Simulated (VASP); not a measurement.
Wanted: the native input for a VASP 6.6.1 run.

```
Task                   : single point
Functional             : r2SCAN
Potentials or basis    : VASP PAW PBE potentials, release 64 (Nb_sv, Te)
Cutoff                 : 520 eV
k mesh                 : 10 × 10 × 5
Occupations            : gaussian, width 0.05 eV
Spin                   : collinear spin
Starting moments       : [2.27, -2.27, 0.0, 0.0] μB
Dipole correction      : no
Further INCAR settings : ALGO = Normal; EDIFF = 1e-06; NBANDS = 31
```

NbTe:

```
Nb Te
1.0
     0.00000    3.12032    3.12032
     3.12032    0.00000    3.12032
     5.53824    5.53824    0.70240
Nb Te
2 2
Direct
  0.50000 0.50000 0.25000
  0.50000 0.50000 0.75000
  0.00000 0.00000 0.00000
  0.00000 0.00000 0.50000
```

The input as run:

POSCAR

```
NbTe
1.0
    0.0000000000      3.1203177586      3.1203177586
    3.1203177586      0.0000000000      3.1203177586
    5.5382353253      5.5382353253      0.7024001918
Nb Te
2 2
Direct
    0.5000000000      0.5000000000      0.2500000000
    0.5000000000      0.5000000000      0.7500000000
   -0.0000000691     -0.0000000691      0.0000001036
    0.0000000691      0.0000000691      0.4999998964
```

INCAR.step1

```
ALGO = Normal ; EDIFF = 1E-4
ENCUT = 520 ; GGA = PE
ISMEAR = 0 ; ISPIN = 2
LASPH = True ; LCHARG = False
LMAXMIX = 4 ; LREAL = False
LWAVE = True ; MAGMOM = 2.27 -2.27 0 0
NBANDS = 31 ; NELM = 150
PREC = Accurate ; SIGMA = 0.05
```

INCAR.step2

```
ALGO = Normal ; EDIFF = 1E-6
ENCUT = 520 ; ISIF = 2
ISMEAR = 0 ; ISPIN = 2
ISTART = 1 ; LASPH = True
LCHARG = False ; LMAXMIX = 4
LMIXTAU = True ; LORBIT = 11
LREAL = False ; LWAVE = False
MAGMOM = 2.27 -2.27 0 0 ; METAGGA = R2SCAN
NBANDS = 31 ; NELM = 150
PREC = Accurate ; SIGMA = 0.05
```

KPOINTS

```
k-points
0
Gamma
  10 10 5
```

Potentials or basis: VASP PAW PBE potentials, release 64 (Nb_sv, Te).

Run with:

```sh
$ cat potpaw_PBE.64/Nb_sv/POTCAR potpaw_PBE.64/Te/POTCAR > POTCAR
$ cp INCAR.step1 INCAR
$ mpirun -np 1 vasp_std > vasp.out
$ cp INCAR.step2 INCAR
$ mpirun -np 1 vasp_std > vasp.out
```

It gave:

```
Pressure                                              : -2.1 GPa
Band gap on the k mesh                                : 0.13 eV
Net moment                                            : 0.00 μB per cell
Site moments                                          : Nb +1.98, -1.98; Te +0.00 μB
Valence electrons inside the program's atomic spheres : Nb 10.63; Te 3.53
```

Caveat: the PAW data sets were made with another functional, which shifts forces and pressure a little; spin-orbit coupling is left out, which moves the levels of the heavy elements; an odd mesh through Γ misses points on the zone boundary, where band edges can lie.

Wall time 32 min on 1 thread of Oxide Virtual Turin-like Processor, on a shared host, peak memory 0.5 GiB.
